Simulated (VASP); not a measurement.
Wanted: the native input for a VASP 6.6.1 run.

```
Task                   : single point
Functional             : PBE
Potentials or basis    : VASP PAW PBE potentials, release 64 (Be, Tl_d, Si)
Cutoff                 : 520 eV
k mesh                 : 14 × 14 × 14
Occupations            : gaussian, width 0.1 eV
Spin                   : no spin polarisation
Dipole correction      : no
Further INCAR settings : ALGO = Fast; EDIFF = 1e-06; NBANDS = 20
```

The structure of Be2TlSi2 lies in POSCAR:

```
Be2TlSi2
1.0
   -2.0161731958      2.0161731958      4.9507380687
    2.0161731958     -2.0161731958      4.9507380687
    2.0161731958      2.0161731958     -4.9507380687
Be Tl Si
2 1 2
Direct
    0.2500000000      0.7500000000      0.5000000000
    0.7500000000      0.2500000000      0.5000000000
    0.0000000000      0.0000000000      0.0000000000
    0.6236415552      0.6236415552      0.0000000000
    0.3763584448      0.3763584448      0.0000000000
```

The input as run:

INCAR

```
PREC = Accurate ; ENCUT = 520
EDIFF = 1E-6 ; ISMEAR = 0
SIGMA = 0.1 ; LREAL = F
LASPH = T ; NELM = 80
ALGO = Fast ; ISIF = 2
LWAVE = F ; LCHARG = F
GGA = PE ; NBANDS = 20
```

KPOINTS

```
Automatic mesh
0
Gamma
  14 14 14
```

Potentials or basis: VASP PAW PBE potentials, release 64 (Be, Tl_d, Si).

Run with:

```bash
$ cat potpaw_PBE.64/Be/POTCAR potpaw_PBE.64/Tl_d/POTCAR potpaw_PBE.64/Si/POTCAR > POTCAR
$ mpirun -np 1 vasp_std > vasp.out
```

Results of the run:

```yaml
Pressure: 0.0 GPa
Largest_force: 0.007 eV/Å
Band_gap_on_the_k_mesh: zero (an odd number of electrons rules out a gap without spin polarisation)
```

Caveat: spin-orbit coupling is left out, which moves the levels of the heavy elements.

It took 8.5 min on 1 thread of Intel(R) Xeon(R) Platinum 8488C (Sapphire Rapids), with other jobs on the host, peak memory 0.55 GiB.
